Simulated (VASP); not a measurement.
# BeSe (F-43m) in VASP: elastic constants with r2SCAN

Aim: the elastic constants of BeSe with r2SCAN.

Everything below comes from runs of VASP 6.6.1. Logs are shortened: lines on timing, memory, paths and dates and some standing lists are left out, and cuts for length are marked.

## 1. The cell of the first run

The structure is cubic, space group F-43m (No. 216). Conventional cell: a = 5.162 Å, b = 5.162 Å, c = 5.162 Å, α = 90.00°, β = 90.00°, γ = 90.00°. Within 3.0 Å of Be (site symmetry -43m) lie 4 Se at 2.24 Å. Se (site symmetry -43m) has 4 Be at 2.24 Å within 3.0 Å.

## 2. Elastic constants, r2SCAN

File INCAR:

```
SYSTEM = BeSe
PREC = Accurate ; ENCUT = 660
EDIFF = 1E-8 ; ISMEAR = 0
SIGMA = 0.01 ; LREAL = .False.
LASPH = .True. ; NELM = 120
ALGO = Normal ; ISIF = 3
LWAVE = .False. ; LCHARG = .False.
METAGGA = R2SCAN ; LMIXTAU = .True.
NBANDS = 11 ; IBRION = 6
NFREE = 2 ; POTIM = 0.015
NSW = 1 ; GGA_COMPAT = .False.
```

File KPOINTS:

```
regular mesh
0
Gamma
  8 8 8
  0 0 0
```

File POSCAR:

```
BeSe
1.0
    0.0000000000      2.5809917866      2.5809917866
    2.5809917866      0.0000000000      2.5809917866
    2.5809917866      2.5809917866      0.0000000000
Be Se
1 1
Direct
    0.0000000000      0.0000000000      0.0000000000
    0.7500000000      0.7500000000      0.7500000000
```

Potentials or basis: VASP PAW PBE potentials, release 64 (Be, Se).

Command:

```bash
cat potpaw_PBE.64/Be/POTCAR potpaw_PBE.64/Se/POTCAR > POTCAR
mpirun -np 1 vasp_std > vasp.out
```

OUTCAR:

```text
SYSTEM = BeSe
   PREC = Accurate
   ENCUT = 660
   EDIFF = 1E-8
   ISMEAR = 0
   LREAL = .False.
   LASPH = .True.
   NELM = 120
   ISIF = 3
   METAGGA = R2SCAN
   IBRION = 6
   NFREE = 2
   POTIM = 0.015
   NSW = 1

 ion  position               nearest neighbor table
   1  0.000  0.000  0.000-   2 2.24   2 2.24   2 2.24   2 2.24
   2  0.750  0.750  0.750-   1 2.24   1 2.24   1 2.24   1 2.24

  LATTYP: Found a face centered cubic cell.
 ALAT       =     5.1619835732

  Lattice vectors:

 A1 = (   0.0000000000,   2.5809917866,   2.5809917866)
 A2 = (   2.5809917866,   0.0000000000,   2.5809917866)
 A3 = (   2.5809917866,   2.5809917866,   0.0000000000)

Analysis of symmetry for initial positions (statically):
=====================================================================
 Subroutine PRICEL returns:
 Original cell was already a primitive cell.

 Routine SETGRP: Setting up the symmetry group for a
 face centered cubic supercell.

 Subroutine GETGRP returns: Found 24 space group operations
 (whereof 24 operations were pure point group operations)
 out of a pool of 48 trial point group operations.

The static configuration has the point symmetry T_d .

Analysis of symmetry for dynamics (positions and initial velocities):
=====================================================================
 Subroutine PRICEL returns:
 Original cell was already a primitive cell.

 Routine SETGRP: Setting up the symmetry group for a
 face centered cubic supercell.

 Subroutine GETGRP returns: Found 24 space group operations
 (whereof 24 operations were pure point group operations)
 out of a pool of 48 trial point group operations.

The dynamic configuration has the point symmetry T_d .

 Subroutine INISYM returns: Found 24 space group operations
 (whereof 24 operations are pure point group operations),
 and found     1 'primitive' translations

----------------------------------------------------------------------------------------

                                     Primitive cell

  volume of cell :      34.3866
[... 669 lines left out ...]
  ext. energy  EPLUGINS =         0.00000000
  ---------------------------------------------------
  free energy    TOTEN  =       -20.52907161 eV

  energy without entropy =      -20.52907161  energy(sigma->0) =      -20.52907161

 E-fermi :   3.1548     XC(G=0):  -9.8098

 val. band max:        3.0637089675   @ k =   0.0000   0.0000   0.0000
 cond. band min:       6.1374888479   @ k =   0.5000   0.5000   0.0000
 fundamental gap:      3.0737798805
 Fermi energy:         3.1548110801

 k-point     1 :       0.0000    0.0000    0.0000
  band No.  band energies     occupation
      1     -11.2479      2.00000
      2       2.9643      2.00000
      3       3.0153      2.00000
      4       3.0637      2.00000
      5       8.0567      0.00000
      6       8.5846      0.00000
      7       8.6080      0.00000
      8       8.6335      0.00000
      9      15.9383      0.00000
     10      16.1311      0.00000
     11      16.1316      0.00000
[... 351 lines left out ...]
  FREE ENERGIE OF THE ION-ELECTRON SYSTEM (eV)
  ---------------------------------------------------
  free  energy   TOTEN  =       -20.5290716109 eV

  energy  without entropy=      -20.5290716109  energy(sigma->0) =      -20.52907161

 INTERNAL STRAIN TENSORS FROM STRAINED CELLS
 ============================================

 INTERNAL STRAIN TENSOR FOR ION    1 for displacements in x,y,z  (eV/Angst):
          X           Y           Z          XY          YZ          ZX
  --------------------------------------------------------------------------------
  x     0.00000     0.00000     0.00000    -0.00000    -3.87455    -0.00000
  y     0.00000     0.00000     0.00000    -0.00000     0.00000    -3.87458
  z     0.00000     0.00000     0.00000    -3.87597    -0.00000    -0.00000

 INTERNAL STRAIN TENSORS FROM DISPLACED ATOMS
 ============================================

 INTERNAL STRAIN TENSOR FOR ION    1 for displacements in x,y,z  (eV/Angst):
          X           Y           Z          XY          YZ          ZX
  --------------------------------------------------------------------------------
  x     0.00000     0.00000     0.00000     0.00000    -3.87114     0.00000
  y     0.00000    -0.00000     0.00000     0.00000     0.00000    -3.87114
  z     0.00000     0.00000     0.00000    -3.87114     0.00000     0.00000

 INTERNAL STRAIN TENSOR FOR ION    2 for displacements in x,y,z  (eV/Angst):
          X           Y           Z          XY          YZ          ZX
  --------------------------------------------------------------------------------
  x     0.00000     0.00000     0.00000     0.00000     3.87151     0.00000
  y    -0.00000     0.00000    -0.00000     0.00000     0.00000     3.87151
  z     0.00000     0.00000     0.00000     3.87151     0.00000     0.00000

 Eigenvectors and eigenvalues of the dynamical matrix
 ----------------------------------------------------

   1 f  =   14.855616 THz    93.340586 2PiTHz  495.529997 cm-1    61.437862 meV
             X         Y         Z           dx          dy          dz
      0.000000  0.000000  0.000000     0.947400    0.000000    0.000000
      3.871488  3.871488  3.871488    -0.320051    0.000000    0.000000
[... 21 lines left out ...]
   6 f/i=    0.000477 THz     0.002997 2PiTHz    0.015910 cm-1     0.001973 meV
             X         Y         Z           dx          dy          dz
      0.000000  0.000000  0.000000     0.290877    0.133485    0.002118
      3.871488  3.871488  3.871488     0.861043    0.395136    0.006270

--------------------------------------------------------------------------------------------------------

 ELASTIC MODULI CONTR FROM IONIC RELAXATION (kBar)
 Direction    XX          YY          ZZ          XY          YZ          ZX
 --------------------------------------------------------------------------------
 XX          -0.0000     -0.0000     -0.0000     -0.0000      0.0000      0.0000
 YY          -0.0000     -0.0000     -0.0000     -0.0000     -0.0000     -0.0000
 ZZ          -0.0000     -0.0000     -0.0000      0.0000     -0.0000      0.0000
 XY          -0.0000     -0.0000      0.0000    -95.6026      0.0000      0.0000
 YZ           0.0000     -0.0000     -0.0000      0.0000    -95.6026      0.0000
 ZX           0.0000     -0.0000      0.0000      0.0000      0.0000    -95.6026
 --------------------------------------------------------------------------------

 TOTAL ELASTIC MODULI (kBar)
 Direction    XX          YY          ZZ          XY          YZ          ZX
 --------------------------------------------------------------------------------
 XX        1353.4422    537.1917    537.1917     -0.0000      0.0000     -0.0000
 YY         537.1917   1353.4422    537.1917     -0.0000      0.0000     -0.0000
 ZZ         537.1917    537.1917   1353.4422      0.0000     -0.0000     -0.0000
 XY          -0.0000     -0.0000      0.0000    705.4218      0.0000      0.0000
 YZ           0.0000      0.0000     -0.0000      0.0000    705.4218      0.0000
 ZX          -0.0000     -0.0000     -0.0000      0.0000      0.0000    705.4218
 --------------------------------------------------------------------------------
```

OSZICAR:

```text
N       E                     dE             d eps       ncg     rms          rms(c)
DAV:   1     0.152978628125E+02    0.15298E+02   -0.42016E+03   638   0.756E+02
DAV:   2    -0.201415887707E+02   -0.35439E+02   -0.34231E+02   853   0.128E+02
DAV:   3    -0.218074951878E+02   -0.16659E+01   -0.16625E+01   854   0.274E+01
[... 276 lines left out ...]
DAV:   6    -0.205290692897E+02   -0.42298E-04   -0.28233E-05  2198   0.363E-02    0.182E-03
DAV:   7    -0.205290716087E+02   -0.23190E-05   -0.44378E-06  2426   0.171E-02    0.938E-04
DAV:   8    -0.205290714336E+02    0.17509E-06   -0.33515E-07  2333   0.489E-03    0.146E-03
DAV:   9    -0.205290716062E+02   -0.17253E-06   -0.56369E-08  2352   0.220E-03    0.276E-04
DAV:  10    -0.205290716109E+02   -0.46949E-08   -0.22840E-08  2273   0.105E-03
  17 F= -.20529072E+02 E0= -.20529072E+02  d E =-.994197E-41
```

Wall time 19 min (1 thread of Intel Xeon 6975P-C (Granite Rapids), shared host); peak memory 0.32 GiB.

What came out:

* Elastic constants C11, C12, C44: 135, 54, 71 GPa
* Voigt bulk modulus: 81 GPa
* Highest phonon frequency at Γ, LO-TO splitting left out: 496 cm⁻¹

Phonon frequencies in cm⁻¹ (negative: imaginary):
```tsv
q point	frequencies
(0.000, 0.000, 0.000)	0 0 0 496 496 496
```

Elastic tensor in Voigt notation (GPa, in the Cartesian axes of the cell as first typed):
```
135  54  54   0   0   0
 54 135  54   0   0   0
 54  54 135   0   0   0
  0   0   0  71   0   0
  0   0   0   0  71   0
  0   0   0   0   0  71
```

Clamped-ion elastic tensor (GPa):
```
135  54  54   0   0   0
 54 135  54   0   0   0
 54  54 135   0   0   0
  0   0   0  80   0   0
  0   0   0   0  80   0
  0   0   0   0   0  80
```

Caveat: the PAW data sets were made with another functional, which shifts forces and pressure a little.
